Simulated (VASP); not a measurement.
Runs of VASP 6.6.1 on Ni. The structure is that of space group Fm-3m (No. 225), or close to it. The cells are those of the table. 

```tsv
task	level	potentials or basis	spin	cell	gap on the mesh (eV)	pressure (GPa)	moment (μB)
electric field gradients	PBE	VASP PAW PBE potentials, release 64 (Ni)	collinear, ferromagnetic start	a = 2.533 Å, angles 60.0°, 1 atom	none	-9.4	0.62
single point	PBE	VASP PAW PBE potentials, release 64 (Ni)	collinear, ferromagnetic start	a = 2.517 Å, angles 60.0°, 1 atom	none	-6.3	0.62
single point	LDA	VASP PAW LDA potentials, release 64 (Ni)	collinear, ferromagnetic start	a = 2.500 Å, angles 60.0°, 1 atom	none	-19.3	0.60
single point	PBE	VASP PAW PBE potentials, release 64 (Ni)	collinear, ferromagnetic start	a = 2.483 Å, angles 60.0°, 1 atom	none	1.0	0.62
electric field gradients	PBE	VASP PAW PBE potentials, release 64 (Ni)	collinear, ferromagnetic start	a = 2.483 Å, angles 60.0°, 1 atom	none	1.0	0.62
single point	PBE	VASP PAW PBE potentials, release 64 (Ni)	collinear, ferromagnetic start	a = 2.533 Å, angles 60.0°, 1 atom	none	-9.4	0.62
electric field gradients	PBE	VASP PAW PBE potentials, release 64 (Ni)	collinear, ferromagnetic start	a = 2.517 Å, angles 60.0°, 1 atom	none	-6.3	0.62
single point	PBE	VASP PAW PBE potentials, release 64 (Ni)	non-collinear, typed start, SOC	a = 2.500 Å, angles 60.0°, 1 atom	-	-2.8	0.61
single point	PBEsol	VASP PAW PBE potentials, release 64 (Ni)	collinear, ferromagnetic start	a = 2.500 Å, angles 60.0°, 1 atom	none	(b)	0.62
single point	PBE	VASP PAW PBE potentials, release 64 (Ni)	collinear, ferromagnetic start	a = 2.500 Å, angles 60.0°, 1 atom	none	(a)	0.62
electric field gradients	PBE	VASP PAW PBE potentials, release 64 (Ni)	collinear, ferromagnetic start	a = 2.466 Å, angles 60.0°, 1 atom	none	5.3	0.61
```

Alike in all rows: k mesh 18 × 18 × 18; cutoff (eV) 520; smearing fermi-dirac 0.05 eV.

Problem. Fill in the values left out.

Solution. (a) -2.9; (b) -12.3.

Caveats: the PAW data sets were made with another functional, which shifts forces and pressure a little (some runs).

A gap of «none» marks levels without a gap at the run's occupations.
